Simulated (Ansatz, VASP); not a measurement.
**GaN: VASP beside Ansatz**

```xyz
4
Lattice="3.1800 0.0000 0.0000 -1.5900 2.7540 0.0000 0.0000 0.0000 5.0885" Properties=species:S:1:pos:R:3 pbc="T T T"
Ga    0.0000    1.8360    0.0000
Ga    1.5900    0.9180    2.5443
N     0.0000    1.8360    1.9082
N     1.5900    0.9180    4.4524
```

Change from the starting cell: strain +0.000 along x and y, -0.015 along z, atoms carried along.

Alike in both runs: task single point; functional r2SCAN; k mesh 12 × 12 × 6; occupations gaussian, width 0.05 eV; no spin polarisation.

|  | VASP | Ansatz |
| --- | --- | --- |
| version | VASP 6.6.1 | Ansatz 0.2.0 |
| potentials or method | VASP PAW PBE potentials, release 64 (Ga_d, N), cutoff 520 eV | scalar-relativistic, plane waves, PAW |
| valence electrons in the cell | 36 | 36 |

```csv
,VASP,Ansatz,Ansatz less VASP
gap on the k mesh at the Fermi level (eV),2.52,2.52,+0.007
least direct gap on the mesh (eV),2.52,2.52,+0.007
pressure (GPa),5.5,4.4,-1.14
"traceless stress, the component that is largest in VASP (GPa)",5.83,5.87,+0.041
rms of the force components (eV/Å),0.205,0.199,-0.0057
```

VASP's potentials were made for PBE, not for r2SCAN. Atom by atom the forces differ by 0.006 eV/Å (rms over components).
